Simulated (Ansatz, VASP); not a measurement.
**Mg in VASP and in Ansatz**

```
Mg
1.0
    -1.82056    1.82056    1.66529
     1.82056   -1.82056    1.66529
     1.82056    1.82056   -1.66529
Mg
1
Direct
  0.00000 0.00000 0.00000
```

Change from the starting cell: volume scaled by 0.975.

Alike in both runs: task single point; functional PBEsol; k mesh 15 × 15 × 15; occupations fermi-dirac, width 0.05 eV; no spin polarisation.

```csv
,VASP,Ansatz
version,VASP 6.6.1,Ansatz 0.2.0
potentials or method,"VASP PAW PBE potentials, release 64 (Mg), cutoff 520 eV","all-electron LAPW, scalar-relativistic"
```

```tsv
	VASP	Ansatz	Ansatz less VASP
pressure (GPa)	0.8	0.8	+0.02
traceless stress, the component that is largest in VASP (GPa)	0.32	0.31	-0.005
```

VASP's potentials were made for PBE, not for PBEsol. Ansatz ran all-electron here, and VASP with PAW potentials.
